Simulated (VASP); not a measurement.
# NaI (zincblende type) in VASP: a series of runs

The runs below take NaI (zincblende type) through single point, with PBE.

Program: VASP 6.6.1. These are calculated values, not measurements. Logs are shortened: lines on timing, memory, paths and dates and some standing lists are left out, and cuts for length are marked.

## (1) The cell of the first run

It takes space group I-4m2 (No. 119, tetragonal). The conventional cell has a = 5.141 Å, b = 5.141 Å, c = 7.163 Å, α = 90.00°, β = 90.00°, γ = 90.00°. Na (site symmetry -4m2) has 4 I at 3.13 Å within 4.1 Å. I (site symmetry -4m2) has 4 Na at 3.13 Å within 4.1 Å.

## (2) Single point, PBE (x and y stretched by +1.5 %, z held)

The input, INCAR:

```
SYSTEM = NaI
PREC = Accurate ; ENCUT = 520
EDIFF = 1E-6 ; ISMEAR = -1
SIGMA = 0.05 ; LREAL = .False.
LASPH = .True. ; NELM = 60
ALGO = Normal ; ISIF = 2
LWAVE = .False. ; LCHARG = .False.
GGA = PE ; NBANDS = 14
```

The input, KPOINTS:

```
regular mesh
0
Gamma
  10 10 10
  0 0 0
```

The input, POSCAR:

```
NaI
1.0
    0.0000000000      3.6350993229      3.5813786433
    3.6350993229      0.0000000000      3.5813786433
    3.6350993229      3.6350993229      0.0000000000
Na I
1 1
Direct
    0.0000000000      0.0000000000      0.0000000000
    0.2500000000      0.2500000000      0.2500000000
```

Potentials or basis: VASP PAW PBE potentials, release 64 (Na_pv, I).

Started as:

```
$ cat potpaw_PBE.64/Na_pv/POTCAR potpaw_PBE.64/I/POTCAR > POTCAR
$ mpirun -np 1 vasp_std > vasp.out
```

OUTCAR:

```text
SYSTEM = NaI
   PREC = Accurate
   ENCUT = 520
   EDIFF = 1E-6
   ISMEAR = -1
   LREAL = .False.
   LASPH = .True.
   NELM = 60
   ISIF = 2
   GGA = PE

 ion  position               nearest neighbor table
   1  0.000  0.000  0.000-   2 3.13   2 3.13   2 3.13   2 3.13
   2  0.250  0.250  0.250-   1 3.13   1 3.13   1 3.13   1 3.13

  LATTYP: Found a body centered tetragonal cell.
 ALAT       =     5.1408067630
 C/A-ratio  =     1.3933138546

  Lattice vectors:

 A1 = (   0.0000000000,  -3.6350993229,  -3.5813786433)
 A2 = (   0.0000000000,   3.6350993229,  -3.5813786433)
 A3 = (   3.6350993229,   0.0000000000,   3.5813786433)

Analysis of symmetry for initial positions (statically):
=====================================================================
 Subroutine PRICEL returns:
 Original cell was already a primitive cell.

 Routine SETGRP: Setting up the symmetry group for a
 body centered tetragonal supercell.

 Subroutine GETGRP returns: Found  8 space group operations
 (whereof  8 operations were pure point group operations)
 out of a pool of 16 trial point group operations.

The static configuration has the point symmetry D_2d.

Analysis of symmetry for dynamics (positions and initial velocities):
=====================================================================
 Subroutine PRICEL returns:
 Original cell was already a primitive cell.

 Routine SETGRP: Setting up the symmetry group for a
 body centered tetragonal supercell.

 Subroutine GETGRP returns: Found  8 space group operations
 (whereof  8 operations were pure point group operations)
 out of a pool of 16 trial point group operations.

The dynamic configuration has the point symmetry D_2d.

 Subroutine INISYM returns: Found  8 space group operations
 (whereof  8 operations are pure point group operations),
 and found     1 'primitive' translations

----------------------------------------------------------------------------------------

                                     Primitive cell

  volume of cell :      94.6483

  direct lattice vectors                    reciprocal lattice vectors
     0.000000000  3.635099323  3.581378643    -0.137547823  0.137547823  0.139611041
     3.635099323  0.000000000  3.581378643     0.137547823 -0.137547823  0.139611041
     3.635099323  3.635099323  0.000000000     0.137547823  0.137547823 -0.139611041

  length of vectors
     5.102961892  5.102961892  5.140806763     0.239436944  0.239436944  0.239436944

  position of ions in fractional coordinates (direct lattice)
     0.000000000  0.000000000  0.000000000
     0.250000000  0.250000000  0.250000000
[... 83 lines left out ...]
   ISIF   =      2    stress and relaxation
   ISYM   =      2    0-nonsym 1-usesym 2-fastsym
   POTIM  = 0.5000    time-step for ionic-motion
   TEBEG  =    0.0;   TEEND  =   0.0 temperature during run
   PSTRESS=    0.0 pullay stress
   NELECT =      14.0000    total number of electrons
   NUPDOWN=      -1.0000    fix difference up-down
   EMIN   =  10.00;   EMAX   =-10.00  energy-range for DOS
   EFERMI =   0.00;   METHOD = LEGACY
   ISMEAR =    -1;   SIGMA  =   0.05  broadening in eV -4-tet -1-fermi 0-gaus
   EFERMI_NEDOS =   21; number of points for ismear=-14 and -15
   IALGO  =     38    algorithm
   IMIX   =      4    mixing-type and parameters
     AMIX     =   0.40;   BMIX     =  1.00
     AMIX_MAG =   1.60;   BMIX_MAG =  1.00
  volume/ion in A,a.u.               =      47.32       319.36
  Fermi-wavevector in a.u.,A,eV,Ry     =   0.865791  1.636108 10.198855  0.749595
  Thomas-Fermi vector in A             =   1.984086
   LORBIT       =      0    0 simple, 1 ext, 2 COOP (PROOUT), +10 PAW based schemes
   GGA     = PE    functional components
   LHFCALC =     F    Hartree Fock is set to
   AEXX    =    0.0000 exact exchange contribution
   IVDW    =     0    specifies the selected vdW correction
   LEPSILON=     F    determine dielectric tensor
   LRPA    =     F    only Hartree local field effects (RPA)
 non-spin polarized calculation
  energy-cutoff  :      520.00
  volume of cell :       94.65
 maximum number of plane-waves:      2597
 NGX is ok and might be reduce to    40
   NGX = 19   NGY = 19   NGZ = 19

 number of electron      13.9999993 magnetization

 Free energy of the ion-electron system (eV)
  ---------------------------------------------------
  ext. energy  EPLUGINS =         0.00000000
  ---------------------------------------------------
  free energy    TOTEN  =        -5.29143072 eV

  energy without entropy =       -5.29143072  energy(sigma->0) =       -5.29143072

 E-fermi :  -0.2446     XC(G=0):  -6.2442

 val. band max:       -1.3811548111   @ k =   0.0000   0.0000   0.0000
 cond. band min:       2.3278832276   @ k =   0.0000   0.0000   0.0000
 fundamental gap:      3.7090380387
 Fermi energy:        -0.2445739311

 k-point     1 :       0.0000    0.0000    0.0000
  band No.  band energies     occupation
      1     -23.6024      2.00000
      2     -23.6010      2.00000
      3     -23.6010      2.00000
      4     -11.7486      2.00000
      5      -1.3966      2.00000
      6      -1.3966      2.00000
      7      -1.3812      2.00000
      8       2.3279      0.00000
      9       6.3939      0.00000
     10       6.3939      0.00000
     11       6.4188      0.00000
     12       8.0789      0.00000
     13       8.2326      0.00000
     14       9.3111      0.00000
[... 377 lines left out ...]
      1     -23.6039      2.00000
      2     -23.6015      2.00000
      3     -23.6015      2.00000
      4     -11.6349      2.00000
      5      -2.2537      2.00000
      6      -1.7238      2.00000
      7      -1.6855      2.00000
      8       4.0558      0.00000
      9       4.9955      0.00000
     10       6.2620      0.00000
     11       7.6012      0.00000
     12       7.9885      0.00000
     13       9.4865      0.00000
     14      10.5132      0.00000

 [... further k-points ...]
[... 5 lines left out ...]
  --------------------------------------------------------------------------------------
  -------------------------------------------------------------------------------------
  Total       -0.1757669     -0.1757669     -0.1573304      0.0000000      0.0000000      0.0000000
  in kB       -2.9753288     -2.9753288     -2.6632412      0.0000000      0.0000000      0.0000000
  external PRESSURE =      -2.8712996 kB  Pullay stress =       0.0000000 kB

 VOLUME and BASIS-vectors are now :
 -----------------------------------------------------------------------------
  energy-cutoff  :      520.00
  volume of cell :       94.65
      direct lattice vectors                 reciprocal lattice vectors
     0.000000000  3.635099323  3.581378643    -0.137547823  0.137547823  0.139611041
     3.635099323  0.000000000  3.581378643     0.137547823 -0.137547823  0.139611041
     3.635099323  3.635099323  0.000000000     0.137547823  0.137547823 -0.139611041

 POSITION                                       TOTAL-FORCE (eV/Angst)
 -----------------------------------------------------------------------------------
      0.00000      0.00000      0.00000         0.000000      0.000000     -0.000000
      1.81755      1.81755      1.79069        -0.000000     -0.000000      0.000000
 -----------------------------------------------------------------------------------
    total drift:                                0.000001      0.000001      0.000001

  FREE ENERGIE OF THE ION-ELECTRON SYSTEM (eV)
  ---------------------------------------------------
  free  energy   TOTEN  =        -5.2914307227 eV

  energy  without entropy=       -5.2914307227  energy(sigma->0) =       -5.29143072
```

OSZICAR:

```text
N       E                     dE             d eps       ncg     rms          rms(c)
DAV:   1     0.817703394985E+02    0.81770E+02   -0.63129E+03  2856   0.830E+02
DAV:   2     0.206990843521E+01   -0.79700E+02   -0.74669E+02  2982   0.198E+02
DAV:   3    -0.520032520602E+01   -0.72702E+01   -0.72316E+01  3726   0.605E+01
DAV:   4    -0.539715874687E+01   -0.19683E+00   -0.19679E+00  3764   0.106E+01
DAV:   5    -0.540101854704E+01   -0.38598E-02   -0.38598E-02  3974   0.138E+00    0.163E+00
DAV:   6    -0.529059618163E+01    0.11042E+00   -0.14511E-01  3300   0.176E+00    0.111E+00
DAV:   7    -0.528082303434E+01    0.97731E-02   -0.11143E-01  3516   0.140E+00    0.705E-01
DAV:   8    -0.529113426560E+01   -0.10311E-01   -0.10923E-02  3210   0.684E-01    0.209E-01
DAV:   9    -0.529097176332E+01    0.16250E-03   -0.22246E-04  3624   0.129E-01    0.744E-02
DAV:  10    -0.529140649701E+01   -0.43473E-03   -0.52041E-04  3246   0.136E-01    0.211E-02
DAV:  11    -0.529142742560E+01   -0.20929E-04   -0.51092E-05  3816   0.567E-02    0.603E-03
DAV:  12    -0.529143006328E+01   -0.26377E-05   -0.46634E-06  3384   0.119E-02    0.315E-03
DAV:  13    -0.529143072272E+01   -0.65944E-06   -0.75591E-07  3564   0.498E-03
   1 F= -.52914307E+01 E0= -.52914307E+01  d E =-.315959E-10
```

stdout:

```text
POSCAR found type information on POSCAR NaI
 POSCAR found :  2 types and       2 ions
 scaLAPACK will be used
 LDA part: xc-table for (Slater+PW92), standard interpolation
 POSCAR, INCAR and KPOINTS ok, starting setup
 FFT: planning ... GRIDC
 FFT: planning ... GRID_SOFT
 FFT: planning ... GRID
 WAVECAR not read
 entering main loop
```

Wall time 57 s (1 thread of Intel Xeon 6975P-C (Granite Rapids), shared host); peak memory 0.32 GiB.

What came out:

- Free energy: -5.2914 eV
- Pressure: -0.3 GPa
- Band gap on the k mesh: 3.71 eV, direct

Caveat: the cell differs from its parent crystal (x and y stretched by +1.5 %, z held); spin-orbit coupling is left out, which moves the levels of the heavy elements. A k mesh can miss the band edges.

## (3) Single point, PBE (xy shear strain of -2 %)

Changes to INCAR since step 2:

```diff
@@ -4,3 +4,3 @@
 SIGMA = 0.05 ; LREAL = .False.
-LASPH = .True. ; NELM = 60
+LASPH = .True. ; NELM = 80
 ALGO = Normal ; ISIF = 2
```

The input, KPOINTS:

```
Automatic mesh
0
Gamma
  10 10 10
  0 0 0
```

The input, POSCAR:

```
NaI
1.0
   -0.0358137864      3.5813786433      3.5813786433
    3.5813786433     -0.0358137864      3.5813786433
    3.5455648568      3.5455648568      0.0000000000
Na I
1 1
Direct
    0.0000000000      0.0000000000      0.0000000000
    0.2500000000      0.2500000000      0.2500000000
```

Potentials or basis: VASP PAW PBE potentials, release 64 (Na_pv, I).

Started as:

```
$ cat potpaw_PBE.64/Na_pv/POTCAR potpaw_PBE.64/I/POTCAR > POTCAR
$ mpirun -np 1 vasp_std > vasp.out
```

Wall time 86 s (1 thread of Intel Xeon 6975P-C (Granite Rapids), shared host); peak memory 0.38 GiB.

It converged, with:

- Free energy: -5.2928 eV
- Pressure: 0.0 GPa
- Largest force: 0.040 eV/Å
- Band gap on the k mesh: 3.75 eV, direct

Forces in eV/Å, atoms in the order of the input:
```
Na   0.000  0.000 -0.040
I    0.000  0.000  0.040
```

Stress tensor (GPa, compression positive):
```
0.02 0.17 0.00
0.17 0.02 0.00
0.00 0.00 0.02
```

Levels at points of the mesh, in eV from the valence-band top:
```
           k point  band 4  band 5  band 6  band 7  band 8  band 9  band 10  band 11
(0.00, 0.00, 0.00)  -10.41   -0.03   -0.02    0.00    3.75    7.74     7.83     7.92
(0.50, 0.00, 0.00)  -10.30   -1.17   -0.14   -0.13    5.35    7.55     7.60     7.69
(0.50, 0.50, 0.00)  -10.25   -1.09   -0.42   -0.36    5.18    6.15     8.82    10.22
(0.00, 0.00, 0.50)  -10.29   -1.18   -0.16   -0.15    5.33    7.54     7.60     7.64
(0.50, 0.00, 0.50)  -10.25   -1.09   -0.39   -0.39    5.19    6.14     8.82    10.26
```

Caveat: the cell differs from its parent crystal (xy shear strain of -2 %); spin-orbit coupling is left out, which moves the levels of the heavy elements.

[end of part 1 of 2]
